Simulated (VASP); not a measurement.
# Sn15Ir8 (a cell with a defect) in VASP: single point with LDA

Aim: the single point of Sn15Ir8 (a cell with a defect) with LDA.

Everything below comes from runs of VASP 6.6.1. Logs are shortened: lines on timing, memory, paths and dates and some standing lists are left out, and cuts for length are marked.

## Step 1: The cell of the first run

The cell holds a defect, 23 atoms: a = 8.875 Å, b = 8.875 Å, c = 8.875 Å, α = 60.00°, β = 60.00°, γ = 60.00°.

## Step 2: Single point, LDA

The input, INCAR:

```
SYSTEM = Sn15Ir8
ALGO = Normal ; EDIFF = 1E-6
ENCUT = 400 ; GGA_COMPAT = .False.
ISIF = 2 ; ISMEAR = 1
LASPH = .True. ; LCHARG = .False.
LREAL = .False. ; LWAVE = .False.
NBANDS = 158 ; NELM = 120
PREC = Accurate ; SIGMA = 0.15
```

The input, KPOINTS:

```
k-points
0
Gamma
  2 2 2
  0 0 0
```

The input, POSCAR:

```
Sn15Ir8
1.0
    0.0000000000      6.2756660000      6.2756660000
    6.2756660000      0.0000000000      6.2756660000
    6.2756660000      6.2756660000      0.0000000000
Ir Sn
8 15
Direct
   -0.0005603389      0.0036427209     -0.0062043614
    0.0018172573     -0.0053709837      0.5004298349
   -0.0085002134      0.5002813247      0.0084632452
    0.0018124770      0.5036605677      0.5004311096
    0.5006645510     -0.0224139557     -0.0007188878
    0.4951653737      0.0036540345      0.4980523979
    0.5006662241      0.5230034549     -0.0007211984
    0.5098410272      0.5002798109      0.4901224826
    0.1328421557      0.1315594233      0.1165119367
    0.3793745556      0.3736272772      0.3737224065
    0.1224999865      0.1284540955      0.6211345537
    0.5592486917      0.1917066651      1.0578709893
    0.1328439882      0.6196042779      0.1165215772
    0.3793861879      0.8737914032      0.3737203350
    0.1399820354      0.6109685410      0.6386084760
    0.3672849224      0.8836742586      0.8659008462
    0.8805738706      0.3703845138      0.3791955308
    0.6178980048      0.1315575909      0.6314640550
    0.8751126175      0.3736117410      0.8779892843
    0.6319213770      0.6190358920      0.1305422405
    0.8673965440      0.8835545104      0.3660309519
    0.6179027851      0.6196042779      0.6314600713
    0.8751053673      0.8738076564      0.8779946224
```

Potentials or basis: VASP PAW LDA potentials, release 64 (Ir, Sn_d).

On the command line:

```
> cat potpaw_LDA.64/Ir/POTCAR potpaw_LDA.64/Sn_d/POTCAR > POTCAR
> mpirun -np 1 vasp_std > vasp.out
```

OUTCAR:

```text
SYSTEM = Sn15Ir8
   EDIFF = 1E-6
   ENCUT = 400
   ISIF = 2
   ISMEAR = 1
   LASPH = .True.
   LREAL = .False.
   NELM = 120
   PREC = Accurate

 ion  position               nearest neighbor table
   1  0.999  0.004  0.994-  16 2.67  19 2.68  23 2.68  21 2.70  11 2.70   9 2.78  13 2.78  12 3.25

   2  0.002  0.995  0.500-  11 2.72  17 2.72  23 2.74  14 2.74  21 2.76   9 2.78  18 2.78  15 2.78

   3  0.991  0.500  0.008-  20 2.61   9 2.68  13 2.68  15 2.69  17 2.69  23 2.71  19 2.71
   4  0.002  0.504  0.500-  11 2.72  17 2.72  19 2.74  10 2.74  21 2.76  13 2.78  22 2.78  15 2.78
[... 22 lines left out ...]
  17  0.881  0.370  0.379-   3 2.69   8 2.69   4 2.72   2 2.72  11 3.04  20 3.12  22 3.15  13 3.15
                            18 3.15   9 3.15
  18  0.618  0.132  0.631-   8 2.68   5 2.68   6 2.78   2 2.78  10 3.12  16 3.13  17 3.15  23 3.16
                            21 3.22
  19  0.875  0.374  0.878-   1 2.68   3 2.71   7 2.72   4 2.74   9 3.12  20 3.13  11 3.15  15 3.16
                            22 3.16  12 3.24
  20  0.632  0.619  0.131-   5 2.60   7 2.60   3 2.61   8 2.61  17 3.12  14 3.13  10 3.13  23 3.13
                            19 3.13  16 3.32
  21  0.867  0.884  0.366-   6 2.70   1 2.70   4 2.76   2 2.76  18 3.22  22 3.22   9 3.22  13 3.22
                            15 3.42
  22  0.618  0.620  0.631-   8 2.68   7 2.68   6 2.78   4 2.78  14 3.12  16 3.13  17 3.15  19 3.16
                            21 3.22
  23  0.875  0.874  0.878-   1 2.68   3 2.71   5 2.72   2 2.74  13 3.12  20 3.13  11 3.15  15 3.16
                            18 3.16  12 3.24

  LATTYP: Found a face centered cubic cell.
 ALAT       =    12.5513320000

  Lattice vectors:

 A1 = (   0.0000000000,   6.2756660000,   6.2756660000)
 A2 = (   6.2756660000,   0.0000000000,   6.2756660000)
 A3 = (   6.2756660000,   6.2756660000,   0.0000000000)

Analysis of symmetry for initial positions (statically):
=====================================================================
 Subroutine PRICEL returns:
 Original cell was already a primitive cell.

 Routine SETGRP: Setting up the symmetry group for a
 face centered cubic supercell.

 Subroutine GETGRP returns: Found  1 space group operations
 (whereof  1 operations were pure point group operations)
 out of a pool of 48 trial point group operations.

The static configuration has the point symmetry C_1 .

Analysis of symmetry for dynamics (positions and initial velocities):
=====================================================================
 Subroutine PRICEL returns:
 Original cell was already a primitive cell.

 Routine SETGRP: Setting up the symmetry group for a
 face centered cubic supercell.

 Subroutine GETGRP returns: Found  1 space group operations
 (whereof  1 operations were pure point group operations)
 out of a pool of 48 trial point group operations.

[... 137 lines left out ...]
   NUPDOWN=      -1.0000    fix difference up-down
   EMIN   =  10.00;   EMAX   =-10.00  energy-range for DOS
   EFERMI =   0.00;   METHOD = LEGACY
   ISMEAR =     1;   SIGMA  =   0.15  broadening in eV -4-tet -1-fermi 0-gaus
   EFERMI_NEDOS =   21; number of points for ismear=-14 and -15
   IALGO  =     38    algorithm
   IMIX   =      4    mixing-type and parameters
     AMIX     =   0.40;   BMIX     =  1.00
     AMIX_MAG =   1.60;   BMIX_MAG =  1.00
  volume/ion in A,a.u.               =      21.49       145.04
  Fermi-wavevector in a.u.,A,eV,Ry     =   1.357755  2.565785 25.082318  1.843498
  Thomas-Fermi vector in A             =   2.484646
   LORBIT       =      0    0 simple, 1 ext, 2 COOP (PROOUT), +10 PAW based schemes
   GGA     = CA    functional components
   LHFCALC =     F    Hartree Fock is set to
   AEXX    =    0.0000 exact exchange contribution
   IVDW    =     0    specifies the selected vdW correction
   LEPSILON=     F    determine dielectric tensor
   LRPA    =     F    only Hartree local field effects (RPA)
 non-spin polarized calculation
 Methfessel and Paxton  Order N= 1 SIGMA  =   0.15
  energy-cutoff  :      400.00
  volume of cell :      494.32
 maximum number of plane-waves:      8984
 NGX is ok and might be reduce to    60
   NGX = 29   NGY = 29   NGZ = 29

 number of electron     282.0000001 magnetization

 Free energy of the ion-electron system (eV)
  ---------------------------------------------------
  ext. energy  EPLUGINS =         0.00000000
  ---------------------------------------------------
  free energy    TOTEN  =      -155.08935067 eV

  energy without entropy =     -155.07975871  energy(sigma->0) =     -155.08615335

 E-fermi :   8.6212     XC(G=0): -11.4979

 val. band max:        8.6208288470   @ k =   0.0000   0.0000   0.0000
 cond. band min:       8.6858259279   @ k =   0.5000   0.5000   0.0000
 fundamental gap:      0.0649970809
 Fermi energy:         8.6211745600

 k-point     1 :       0.0000    0.0000    0.0000
  band No.  band energies     occupation
      1     -13.0624      2.00000
      2     -13.0284      2.00000
      3     -12.9743      2.00000
      4     -12.9690      2.00000
      5     -12.9655      2.00000
      6     -12.9549      2.00000
[... 1237 lines left out ...]
    152      11.1866     -0.00000
    153      11.2694     -0.00000
 [bands above 153 left out]

------------------------ aborting loop because EDIFF is reached ----------------------------------------

  FORCE on cell =-STRESS in cart. coord.  units (eV):
  Direction    XX          YY          ZZ          XY          YZ          ZX
  --------------------------------------------------------------------------------------
  -------------------------------------------------------------------------------------
  Total        2.0014545      0.5924469      2.0014407      0.0005284     -0.0013148      3.1580735
  in kB        6.4870440      1.9202182      6.4869992      0.0017128     -0.0042614     10.2358368
  external PRESSURE =       4.9647538 kB  Pullay stress =       0.0000000 kB

 VOLUME and BASIS-vectors are now :
 -----------------------------------------------------------------------------
  energy-cutoff  :      400.00
  volume of cell :      494.32
      direct lattice vectors                 reciprocal lattice vectors
     0.000000000  6.275666000  6.275666000    -0.079672819  0.079672819  0.079672819
     6.275666000  0.000000000  6.275666000     0.079672819 -0.079672819  0.079672819
     6.275666000  6.275666000  0.000000000     0.079672819  0.079672819 -0.079672819

 POSITION                                       TOTAL-FORCE (eV/Angst)
 -----------------------------------------------------------------------------------
      6.25959     12.50888      6.29501         0.082275     -0.149008     -0.082220
      9.38249      3.15194      6.25336        -0.020317     -0.025549     -0.020513
      3.19271      6.27543      9.36192         0.006641     -0.006261     -0.006690
      6.30134      3.15191      3.17218         0.020492     -0.025523      0.020412
     12.40616      9.41316      9.27701         0.012367     -0.088431      0.012248
      3.14854      6.23310      3.13042        -0.082068     -0.148873      0.082092
[... 15 lines left out ...]
      7.85126      7.84058      7.76618        -0.014541     -0.058300     -0.056457
     10.99373     11.00187     10.97559        -0.039582     -0.008888      0.009779
 -----------------------------------------------------------------------------------
    total drift:                               -0.000242      0.000634      0.000483

  FREE ENERGIE OF THE ION-ELECTRON SYSTEM (eV)
  ---------------------------------------------------
  free  energy   TOTEN  =      -155.0893506742 eV

  energy  without entropy=     -155.0797587109  energy(sigma->0) =     -155.08615335
```

stdout:

```text
POSCAR found type information on POSCAR IrSn
 POSCAR found :  2 types and      23 ions
 scaLAPACK will be used
 -----------------------------------------------------------------------------
|                                                                             |
|                                                                             |
|     You have a (more or less) 'large supercell' and for larger cells it     |
|     might be more efficient to use real-space projection operators.         |
|     Therefore, try LREAL= Auto in the INCAR file.                           |
|     Mind: For very accurate calculation, you might also keep the            |
|     reciprocal projection scheme (i.e. LREAL=.FALSE.).                      |
|                                                                             |
 -----------------------------------------------------------------------------

 LDA part: xc-table for (Slater(with rela. corr.)+CA(PZ))
 , standard interpolation
 POSCAR, INCAR and KPOINTS ok, starting setup
 FFT: planning ... GRIDC
 FFT: planning ... GRID_SOFT
 FFT: planning ... GRID
 WAVECAR not read
 entering main loop
```

It took 27 min on 1 thread of Intel Xeon 8259CL, shared host; peak memory 0.55 GiB.

Results:

| Quantity | Value |
| --- | --- |
| Free energy | -155.0894 eV |
| Pressure | 0.5 GPa |
| Largest force | 0.996 eV/Å |
| Band gap on the k mesh | zero (bands 141 and 142 overlap by 0.62 eV) |

Forces on the atoms (eV/Å):
```
Ir   0.082 -0.149 -0.082
Ir  -0.020 -0.026 -0.021
Ir   0.007 -0.006 -0.007
Ir   0.020 -0.026  0.020
Ir   0.012 -0.088  0.012
Ir  -0.082 -0.149  0.082
Ir  -0.012 -0.088 -0.013
Ir  -0.007 -0.006  0.007
Sn   0.015 -0.058  0.056
Sn   0.039 -0.009 -0.010
Sn  -0.001 -0.034  0.000
Sn   0.000  0.996  0.000
Sn  -0.056 -0.058 -0.015
Sn   0.011 -0.009 -0.039
Sn   0.000 -0.025  0.000
Sn   0.000  0.017  0.000
Sn  -0.001 -0.041  0.000
Sn   0.056 -0.058  0.015
Sn  -0.009 -0.009  0.039
Sn  -0.001 -0.128  0.000
Sn   0.000  0.021  0.000
Sn  -0.015 -0.058 -0.056
Sn  -0.040 -0.009  0.010
```

Caveat: the k points lie up to 0.43 Å⁻¹ apart, too coarse for converged energies and pressures of a metal; spin-orbit coupling is left out, which moves the levels of the heavy elements.

The gap in the log of VASP goes by the Fermi energy; the results here count the filled bands.